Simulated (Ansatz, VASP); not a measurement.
SiNi in VASP and in Ansatz

INCAR

```
SYSTEM = SiNi
  ALGO = Normal
  EDIFF = 1E-7
  EDIFFG = -0.01
  ENCUT = 600
  GGA = CA
  IBRION = 2
  ISIF = 3
  ISMEAR = -1
  ISPIN = 2
  LASPH = .True.
  LCHARG = .False.
  LMAXMIX = 4
  LORBIT = 11
  LREAL = .False.
  LWAVE = .False.
  MAGMOM = 1 1 1 1 0 0 0 0
  NELM = 150
  NSW = 60
  PREC = Accurate
  SIGMA = 0.05
```

The input KPOINTS:

```
k-points
0
Gamma
  6 6 6
  0 0 0
```

Contents of POSCAR:

```
SiNi
1.0
    4.5036940000      0.0000000000      0.0000000000
    0.0000000000      4.5036940000      0.0000000000
    0.0000000000      0.0000000000      4.5036940000
Ni Si
4 4
Direct
    0.1495040000      0.1495040000      0.1495040000
    0.6495040000      0.3504960000      0.8504960000
    0.8504960000      0.6495040000      0.3504960000
    0.3504960000      0.8504960000      0.6495040000
    0.8468300000      0.8468300000      0.8468300000
    0.3468300000      0.6531700000      0.1531700000
    0.1531700000      0.3468300000      0.6531700000
    0.6531700000      0.1531700000      0.3468300000
```

File input.yaml:

```yaml
crystal:
  lattice:
    - [4.503694, 0.0, 0.0]
    - [0.0, 4.503694, 0.0]
    - [0.0, 0.0, 4.503694]
  atoms:
    - { symbol: Ni, position: [0.149504, 0.149504, 0.149504], spin: 1.0 }
    - { symbol: Ni, position: [0.649504, 0.350496, 0.850496], spin: 1.0 }
    - { symbol: Ni, position: [0.850496, 0.649504, 0.350496], spin: 1.0 }
    - { symbol: Ni, position: [0.350496, 0.850496, 0.649504], spin: 1.0 }
    - { symbol: Si, position: [0.84683, 0.84683, 0.84683] }
    - { symbol: Si, position: [0.34683, 0.65317, 0.15317] }
    - { symbol: Si, position: [0.15317, 0.34683, 0.65317] }
    - { symbol: Si, position: [0.65317, 0.15317, 0.34683] }
hamiltonian:
  xc: lda
  pseudopotentials: { kind: paw }
magnetization:
  spin_polarized: true
kpoints:
  mp_grid: { grid: [6, 6, 6] }
scf:
  occupations: { method: fermi_dirac, width: 0.05 }
output:
  forces: true
  stress: true
  eigenvalues: true
relax:
  f_tol: 0.01
  max_steps: 40
  cell: { stress_tol: 0.05 }
```

Alike in both runs: task relaxation of cell and atoms; functional LDA; k mesh 6 × 6 × 6; occupations fermi-dirac, width 0.05 eV; collinear spin.

|  | VASP | Ansatz |
| --- | --- | --- |
| version | VASP 6.6.1 | Ansatz 0.2.0 |
| potentials or method | VASP PAW LDA potentials, release 64 (Ni, Si) | Ansatz PAW |
| plane-wave cutoff (eV) | 600 | 420 |
| valence electrons in the cell | 56 | 88 |

Ansatz gave:

* gap on the k mesh at the Fermi level, each at its own relaxed structure (eV): none
* net moment per atom (μB): 0.00
* relaxed volume (Å³/atom): 10.87
* relaxed length of the cell vector where the two differ most in proportion (Å): 4.430

Question: Estimate VASP's values.

Answer: gap on the k mesh at the Fermi level, each at its own relaxed structure (eV): none; net moment per atom (μB): 0.00; relaxed volume (Å³/atom): 10.88; relaxed length of the cell vector where the two differ most in proportion (Å): 4.432.

LDA's correlation is that of Perdew and Zunger in VASP and of Perdew and Wang (1992) in Ansatz. A gap of «none» marks a metal or a gap that the smearing closes. VASP's potentials hold 56 valence electrons a cell and Ansatz's 88, so a difference there can come from the potentials and not from the codes.

Noted on Ansatz's run: the plane-wave basis is chosen anew once the cell has moved, so the energies of steps on either side of that aren't comparable.
